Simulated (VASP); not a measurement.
# TiO2 (R-3m) in VASP: a series of runs

Runs on TiO2. Level: PBE+D3(BJ)+U. Tasks: single point.

Program: VASP 6.6.1. These are calculated values, not measurements. Logs are shortened: lines on timing, memory, paths and dates and some standing lists are left out, and cuts for length are marked.

### Step 1. The cell of the first run

Symmetry: R-3m, No. 166, trigonal system. Conventional cell: a = 2.868 Å, b = 2.868 Å, c = 17.858 Å, α = 90.00°, β = 90.00°, γ = 120.00°. Ti (site symmetry -3m) has 6 O at 2.02 Å within 2.7 Å. O (site symmetry 3m) has 3 Ti at 2.02 Å within 2.7 Å.

### Step 2. Single point, PBE+D3(BJ)+U

Contents of INCAR:

```
  PREC = Accurate
  ENCUT = 520
  EDIFF = 1E-7
  ISMEAR = 0
  SIGMA = 0.05
  LREAL = F
  LASPH = T
  NELM = 150
  ALGO = Normal
  ISIF = 2
  LWAVE = F
  LCHARG = F
  LMAXMIX = 4
  LDAU = T
  LDAUTYPE = 2
  LDAUL = 2 -1
  LDAUU = 4 0
  LDAUJ = 0 0
  LDAUPRINT = 1
  GGA = PE
  IVDW = 12
  NBANDS = 19
```

Contents of KPOINTS:

```
Automatic mesh
0
Gamma
  9 9 9
```

Contents of POSCAR:

```
TiO2
1.0
    1.4338500000      0.8278336835      5.9525666667
   -1.4338500000      0.8278336835      5.9525666667
    0.0000000000     -1.6556673670      5.9525666667
Ti O
1 2
Direct
    0.0000000000      0.0000000000      0.0000000000
    0.6017580785      0.6017580785      0.6017580785
    0.3982419215      0.3982419215      0.3982419215
```

Potentials or basis: VASP PAW PBE potentials, release 64 (Ti_sv, O).

Launch:

```sh
$ cat potpaw_PBE.64/Ti_sv/POTCAR potpaw_PBE.64/O/POTCAR > POTCAR
$ mpirun -np 1 vasp_std > vasp.out
```

OUTCAR:

```text
PREC = Accurate
   ENCUT = 520
   EDIFF = 1E-7
   ISMEAR = 0
   LREAL = F
   LASPH = T
   NELM = 150
   ISIF = 2
   GGA = PE
   IVDW = 12
 IVDW          = 12

 ion  position               nearest neighbor table
   1  0.000  0.000  0.000-   2 2.02   2 2.02   3 2.02   3 2.02   2 2.02   3 2.02
   2  0.602  0.602  0.602-   1 2.02   1 2.02   1 2.02
   3  0.398  0.398  0.398-   1 2.02   1 2.02   1 2.02

  LATTYP: Found a trigonal (rhomboedric) cell.
 ALAT       =     6.1785341588
 COS(alpha) =     0.8922873941

  Lattice vectors:

 A1 = (   1.4338500000,   0.8278336835,   5.9525666667)
 A2 = (  -1.4338500000,   0.8278336835,   5.9525666667)
 A3 = (   0.0000000000,  -1.6556673670,   5.9525666667)

Analysis of symmetry for initial positions (statically):
=====================================================================
 Subroutine PRICEL returns:
 Original cell was already a primitive cell.

 Routine SETGRP: Setting up the symmetry group for a
 trigonal (rhombohedral) supercell.

 Subroutine GETGRP returns: Found 12 space group operations
 (whereof 12 operations were pure point group operations)
 out of a pool of 12 trial point group operations.

The static configuration has the point symmetry D_3d.

Analysis of symmetry for dynamics (positions and initial velocities):
=====================================================================
 Subroutine PRICEL returns:
 Original cell was already a primitive cell.

 Routine SETGRP: Setting up the symmetry group for a
 trigonal (rhombohedral) supercell.

 Subroutine GETGRP returns: Found 12 space group operations
 (whereof 12 operations were pure point group operations)
 out of a pool of 12 trial point group operations.

The dynamic configuration has the point symmetry D_3d.

 Subroutine INISYM returns: Found 12 space group operations
 (whereof 12 operations are pure point group operations),
 and found     1 'primitive' translations

----------------------------------------------------------------------------------------

                                     Primitive cell

  volume of cell :      42.3938

  direct lattice vectors                    reciprocal lattice vectors
     1.433850000  0.827833683  5.952566667     0.348711511  0.201328685  0.055998253
    -1.433850000  0.827833683  5.952566667    -0.348711511  0.201328685  0.055998253
     0.000000000 -1.655667367  5.952566667     0.000000000 -0.402657369  0.055998253

  length of vectors
     6.178534159  6.178534159  6.178534159     0.406532608  0.406532608  0.406532608

  position of ions in fractional coordinates (direct lattice)
     0.000000000  0.000000000  0.000000000
     0.601758078  0.601758078  0.601758078
     0.398241922  0.398241922  0.398241922

  ion indices of the primitive-cell ions
   primitive index   ion index
                 1           1
                 2           2
                 3           3

----------------------------------------------------------------------------------------

 KPOINTS: Automatic mesh

Automatic generation of k-mesh.
 Grid dimensions read from file:
 generate k-points for:    9    9    9

 Generating k-lattice:

  Cartesian coordinates                     Fractional coordinates (reciprocal lattice)
     0.038745723  0.022369854  0.006222028     0.111111111  0.000000000  0.000000000
    -0.038745723  0.022369854  0.006222028     0.000000000  0.111111111  0.000000000
     0.000000000 -0.044739708  0.006222028     0.000000000  0.000000000  0.111111111

  Length of vectors
     0.045170290  0.045170290  0.045170290

  Shift w.r.t. Gamma in fractional coordinates (k-lattice)
     0.000000000  0.000000000  0.000000000

 Subroutine IBZKPT returns following result:
 ===========================================

 Found     85 irreducible k-points:

 Following reciprocal coordinates:
            Coordinates               Weight
  0.000000  0.000000  0.000000      1.000000
  0.111111  0.000000  0.000000      6.000000
  0.222222  0.000000  0.000000      6.000000
  0.333333  0.000000 -0.000000      6.000000
  0.444444  0.000000  0.000000      6.000000
  0.111111  0.111111  0.000000      6.000000
[... 16 lines left out ...]
 -0.333333  0.333333  0.000000      6.000000
  0.444444  0.444444  0.000000      6.000000
 [... further k-points ...]
   k-points           NKPTS =     85   k-points in BZ     NKDIM =     85   number of bands    NBANDS=     19
   number of dos      NEDOS =    301   number of ions     NIONS =      3
   total plane-waves  NPLWV = 110592
   dimension x,y,z NGX =    48 NGY =   48 NGZ =   48
   dimension x,y,z NGXF=    96 NGYF=   96 NGZF=   96
   ions per type =               1   2
   NGX,Y,Z   is equivalent  to a cutoff of  12.92, 12.92, 12.92 a.u.
   NGXF,Y,Z  is equivalent  to a cutoff of  25.83, 25.83, 25.83 a.u.
 SYSTEM =  unknown system
   PREC   = accura    normal or accurate (medium, high low for compatibility)
   ISTART =      0    job   : 0-new  1-cont  2-samecut
   ICHARG =      2    charge: 1-file 2-atom 10-const
   ISPIN  =      1    spin polarized calculation?
   LNONCOLLINEAR =      F non collinear calculations
   LSORBIT =      F    spin-orbit coupling
   LASPH  =      T    aspherical Exc in radial PAW
   ENCUT  =  520.0 eV  38.22 Ry    6.18 a.u.  11.49 11.49 11.49*2*pi/ulx,y,z
   NELM   =    150;   NELMIN=  2; NELMDL= -5     # of ELM steps
   EDIFF  = 0.1E-06   stopping-criterion for ELM
   LREAL  =      F    real-space projection
   EDIFFG = 0.1E-05   stopping-criterion for IOM
   NSW    =      0    number of steps for IOM
   IBRION =     -1    ionic relax: 0-MD 1-quasi-New 2-CG
   NFREE  =      0    steps in history (QN), initial steepest desc. (CG)
   ISIF   =      2    stress and relaxation
   ISYM   =      2    0-nonsym 1-usesym 2-fastsym
   POTIM  = 0.5000    time-step for ionic-motion
   TEBEG  =    0.0;   TEEND  =   0.0 temperature during run
   PSTRESS=    0.0 pullay stress
   NELECT =      24.0000    total number of electrons
   NUPDOWN=      -1.0000    fix difference up-down
   EMIN   =  10.00;   EMAX   =-10.00  energy-range for DOS
   EFERMI =   0.00;   METHOD = LEGACY
   ISMEAR =     0;   SIGMA  =   0.05  broadening in eV -4-tet -1-fermi 0-gaus
   EFERMI_NEDOS =   21; number of points for ismear=-14 and -15
   IALGO  =     38    algorithm
   IMIX   =      4    mixing-type and parameters
     AMIX     =   0.40;   BMIX     =  1.00
     AMIX_MAG =   1.60;   BMIX_MAG =  1.00
  volume/ion in A,a.u.               =      14.13        95.36
  Fermi-wavevector in a.u.,A,eV,Ry     =   1.354288  2.559234 24.954403  1.834097
  Thomas-Fermi vector in A             =   2.481472
   LORBIT       =      0    0 simple, 1 ext, 2 COOP (PROOUT), +10 PAW based schemes
 LDA+U is selected, type is set to LDAUTYPE =  2
   angular momentum for each species LDAUL =     2   -1
   U (eV)           for each species LDAUU =   4.0  0.0
   J (eV)           for each species LDAUJ =   0.0  0.0
   GGA     = PE    functional components
   LHFCALC =     F    Hartree Fock is set to
   AEXX    =    0.0000 exact exchange contribution
   IVDW    =    12    specifies the selected vdW correction
   LEPSILON=     F    determine dielectric tensor
   LRPA    =     F    only Hartree local field effects (RPA)
 non-spin polarized calculation
 Gauss-broadening in eV      SIGMA  =   0.05
  energy-cutoff  :      520.00
  volume of cell :       42.39
 maximum number of plane-waves:      1168
 NGX is ok and might be reduce to    48
   NGX = 23   NGY = 23   NGZ = 23

atom =   1  type =  1  l = 2

 onsite density matrix

spin component  1

  0.1698 -0.0000 -0.0000 -0.0798 -0.0000
 -0.0000  0.1967 -0.0000 -0.0000 -0.0798
 -0.0000 -0.0000  0.0929 -0.0000  0.0000
 -0.0798 -0.0000 -0.0000  0.1967 -0.0000
 -0.0000 -0.0798  0.0000 -0.0000  0.1698

spin component  2

  0.1698 -0.0000 -0.0000 -0.0798 -0.0000
 -0.0000  0.1967 -0.0000 -0.0000 -0.0798
 -0.0000 -0.0000  0.0929 -0.0000  0.0000
 -0.0798 -0.0000 -0.0000  0.1967 -0.0000
 -0.0000 -0.0798  0.0000 -0.0000  0.1698

 occupancies and eigenvectors

  o =  0.0929  v =  0.0000  0.0000 -1.0000  0.0000  0.0000  0.0000  0.0000  0.0000  0.0000  0.0000      0.0000  0.0000  0.0000  0.0000  0.0000  0.0000  0.0000  0.0000  0.0000  0.0000
  o =  0.0929  v =  0.0000  0.0000  0.0000  0.0000  0.0000  0.0000  0.0000 -1.0000  0.0000  0.0000      0.0000  0.0000  0.0000  0.0000  0.0000  0.0000  0.0000  0.0000  0.0000  0.0000
  o =  0.1024  v =  0.0000  0.0000  0.0000  0.0000  0.0000 -0.7637  0.0000 -0.0000 -0.6456 -0.0000      0.0000  0.0000  0.0000  0.0000  0.0000  0.0000  0.0000  0.0000  0.0000  0.0000
  o =  0.1024  v = -0.7637  0.0000 -0.0000 -0.6456 -0.0000  0.0000  0.0000  0.0000  0.0000  0.0000      0.0000  0.0000  0.0000  0.0000  0.0000  0.0000  0.0000  0.0000  0.0000  0.0000
  o =  0.1024  v =  0.0000 -0.6456 -0.0000  0.0000 -0.7637  0.0000  0.0000  0.0000  0.0000  0.0000      0.0000  0.0000  0.0000  0.0000  0.0000  0.0000  0.0000  0.0000  0.0000  0.0000
  o =  0.1024  v =  0.0000  0.0000  0.0000  0.0000  0.0000  0.0000 -0.6456 -0.0000  0.0000 -0.7637      0.0000  0.0000  0.0000  0.0000  0.0000  0.0000  0.0000  0.0000  0.0000  0.0000
  o =  0.2642  v =  0.6456  0.0000 -0.0000 -0.7637 -0.0000  0.0000  0.0000  0.0000  0.0000  0.0000      0.0000  0.0000  0.0000  0.0000  0.0000  0.0000  0.0000  0.0000  0.0000  0.0000
  o =  0.2642  v =  0.0000  0.0000  0.0000  0.0000  0.0000  0.6456  0.0000 -0.0000 -0.7637 -0.0000      0.0000  0.0000  0.0000  0.0000  0.0000  0.0000  0.0000  0.0000  0.0000  0.0000
  o =  0.2642  v =  0.0000  0.0000  0.0000  0.0000  0.0000  0.0000 -0.7637  0.0000  0.0000  0.6456      0.0000  0.0000  0.0000  0.0000  0.0000  0.0000  0.0000  0.0000  0.0000  0.0000
  o =  0.2642  v =  0.0000 -0.7637  0.0000  0.0000  0.6456  0.0000  0.0000  0.0000  0.0000  0.0000      0.0000  0.0000  0.0000  0.0000  0.0000  0.0000  0.0000  0.0000  0.0000  0.0000

 number of electron      24.0000000 magnetization

 Free energy of the ion-electron system (eV)
  ---------------------------------------------------
  ext. energy  EPLUGINS =         0.00000000
  ---------------------------------------------------
  free energy    TOTEN  =       -23.17716079 eV

  energy without entropy =      -23.17716079  energy(sigma->0) =      -23.17716079

 E-fermi :   1.1779     XC(G=0):  -9.2955

 val. band max:        0.8595843681   @ k =   0.4444   0.4444   0.4444
 cond. band min:       3.4066515161   @ k =   0.4444   0.4444   0.0000
 fundamental gap:      2.5470671480
 Fermi energy:         1.1778585510

 k-point     1 :       0.0000    0.0000    0.0000
  band No.  band energies     occupation
      1     -56.5452      2.00000
      2     -32.7040      2.00000
      3     -32.4318      2.00000
      4     -32.4318      2.00000
      5     -16.4444      2.00000
      6     -15.1577      2.00000
[... 11 lines left out ...]
     18       8.3892      0.00000
     19      12.0066      0.00000

 k-point     2 :       0.1111    0.0000    0.0000
  band No.  band energies     occupation
      1     -56.5334      2.00000
      2     -32.6852      2.00000
      3     -32.5139      2.00000
      4     -32.4482      2.00000
      5     -16.2926      2.00000
      6     -15.1893      2.00000
[... 11 lines left out ...]
     18       8.9110      0.00000
     19      12.6764      0.00000

 k-point     3 :       0.2222    0.0000    0.0000
  band No.  band energies     occupation
      1     -56.5035      2.00000
      2     -32.7198      2.00000
      3     -32.6352      2.00000
      4     -32.4896      2.00000
      5     -15.9155      2.00000
      6     -15.2571      2.00000
[... 11 lines left out ...]
     18      10.1018      0.00000
     19      13.3809      0.00000

 k-point     4 :       0.3333    0.0000   -0.0000
  band No.  band energies     occupation
      1     -56.4693      2.00000
      2     -32.9444      2.00000
      3     -32.5804      2.00000
      4     -32.5363      2.00000
      5     -15.6028      2.00000
      6     -15.2032      2.00000
[... 407 lines left out ...]
     18      13.9606      0.00000
     19      14.3509      0.00000

 k-point    23 :      -0.3333    0.3333    0.0000
  band No.  band energies     occupation
      1     -56.4309      2.00000
      2     -32.8931      2.00000
      3     -32.8931      2.00000
      4     -32.5201      2.00000
      5     -15.1969      2.00000
      6     -15.1868      2.00000
[... 11 lines left out ...]
     18      15.3661      0.00000
     19      15.4120      0.00000

 k-point    24 :       0.4444    0.4444    0.0000
  band No.  band energies     occupation
      1     -56.4468      2.00000
      2     -33.0879      2.00000
      3     -32.5666      2.00000
      4     -32.5439      2.00000
      5     -15.5959      2.00000
      6     -14.9561      2.00000
[... 11 lines left out ...]
     18      12.3691      0.00000
     19      13.7901      0.00000

 [... further k-points ...]

------------------------ aborting loop because EDIFF is reached ----------------------------------------

 Edisp (eV)   -0.52821

 E8    (eV) :    -0.2058

  FORCE on cell =-STRESS in cart. coord.  units (eV):
  Direction    XX          YY          ZZ          XY          YZ          ZX
  --------------------------------------------------------------------------------------
  -------------------------------------------------------------------------------------
  Total       2.90424     2.90424    -6.12442     0.00000     0.00000    -0.00000
  in kB     109.75914   109.75914  -231.45839     0.00000     0.00000    -0.00000
  external pressure =       -3.98 kB  Pullay stress =        0.00 kB

 VOLUME and BASIS-vectors are now :
 -----------------------------------------------------------------------------
  energy-cutoff  :      520.00
  volume of cell :       42.39
      direct lattice vectors                 reciprocal lattice vectors
     1.433850000  0.827833683  5.952566667     0.348711511  0.201328685  0.055998253
    -1.433850000  0.827833683  5.952566667    -0.348711511  0.201328685  0.055998253
     0.000000000 -1.655667367  5.952566667     0.000000000 -0.402657369  0.055998253

 POSITION                                       TOTAL-FORCE (eV/Angst)
 -----------------------------------------------------------------------------------
      0.00000      0.00000      0.00000         0.000000     -0.000000      0.000000
      0.00000      0.00000     10.74602        -0.000000      0.000000      2.441971
      0.00000      0.00000      7.11168        -0.000000      0.000000     -2.441971
 -----------------------------------------------------------------------------------
    total drift:                               -0.000000     -0.000000      0.000000

  FREE ENERGIE OF THE ION-ELECTRON SYSTEM (eV)
  ---------------------------------------------------
  free  energy   TOTEN  =       -23.7053697720 eV

  energy  without entropy=      -23.7053697720  energy(sigma->0) =      -23.70536977
```

Run time: 6.8 min. Hardware: 1 thread of Intel Xeon 8259CL, shared host; peak memory 0.35 GiB.

What came out:

* Free energy: -23.7054 eV
* Pressure: -0.4 GPa
* Largest force: 2.442 eV/Å
* Band gap on the k mesh: 2.55 eV (least direct gap 3.21 eV)
* Dispersion energy per atom: -0.176 eV

Forces on the atoms (eV/Å):
```
Ti   0.000  0.000  0.000
O    0.000  0.000  2.442
O    0.000  0.000 -2.442
```

Eigenvalues of the final occupation matrices:
```csv
site,spin,trace,eigenvalues
site 1 d,1,0.83,0.09 0.10 0.10 0.26 0.26
site 1 d,2,0.83,0.09 0.10 0.10 0.26 0.26
```

Caveat: the stress differs along the axes, from -23 to 11 GPa; forces of over 1 eV/Å act on the atoms, so gaps and moduli don't describe the material at rest. A k mesh can miss the band edges.

### Step 3. Single point, PBE+D3(BJ)+U

This run uses another cell than the first one, of 14.35 Å³/atom.

Contents of INCAR:

```
SYSTEM = TiO2
  PREC = Accurate
  ENCUT = 520
  EDIFF = 1E-6
  ISMEAR = 0
  SIGMA = 0.05
  LREAL = .FALSE.
  LASPH = .TRUE.
  NELM = 150
  ALGO = Normal
  ISIF = 2
  LWAVE = .FALSE.
  LCHARG = .FALSE.
  LMAXMIX = 4
  LDAU = .TRUE.
  LDAUTYPE = 2
  LDAUL = 2 -1
  LDAUU = 4 0
  LDAUJ = 0 0
  LDAUPRINT = 1
  GGA = PE
  IVDW = 12
  NBANDS = 19
```

Contents of KPOINTS:

```
Automatic mesh
0
G
  9 9 9
  0 0 0
```

Contents of POSCAR:

```
TiO2
1.0
    1.5391500000      0.8886286668      5.2476666667
   -1.5391500000      0.8886286668      5.2476666667
    0.0000000000     -1.7772573337      5.2476666667
Ti O
1 2
Direct
    0.0000000000      0.0000000000      0.0000000000
    0.6017580785      0.6017580785      0.6017580785
    0.3982419215      0.3982419215      0.3982419215
```

Potentials or basis: VASP PAW PBE potentials, release 64 (Ti_sv, O).

Launch:

```sh
$ cat potpaw_PBE.64/Ti_sv/POTCAR potpaw_PBE.64/O/POTCAR > POTCAR
$ mpirun -np 1 vasp_std > vasp.out
```

It took 5.2 min on 1 thread of Intel Xeon 8259CL, shared host; peak memory 0.3 GiB.

Results (log left out):

* Free energy: -24.2221 eV
* Pressure: -11.8 GPa
* Largest force: 1.287 eV/Å
* Band gap on the k mesh: 2.80 eV (least direct gap 3.00 eV)
* Dispersion energy per atom: -0.171 eV

Forces in eV/Å, atoms in the order of the input:
```
Ti   0.000  0.000  0.000
O    0.000  0.000  1.287
O    0.000  0.000 -1.287
```

Stress tensor (GPa, compression positive):
```
-12.25   0.00   0.00
  0.00 -12.25   0.00
  0.00   0.00 -10.90
```

Levels at points of the mesh, in eV from the valence-band top:
```csv
k point,band 9,band 10,band 11,band 12,band 13,band 14,band 15,band 16
"(0.00, 0.00, 0.00)",-3.27,-0.44,-0.44,-0.30,2.80,2.80,4.05,5.79
```

Eigenvalues of the final occupation matrices:
```tsv
site	spin	trace	eigenvalues
site 1 d	1	0.77	0.09 0.09 0.09 0.25 0.25
site 1 d	2	0.77	0.09 0.09 0.09 0.25 0.25
```

Caveat: the cell stands under tension; forces of over 1 eV/Å act on the atoms, so gaps and moduli don't describe the material at rest.
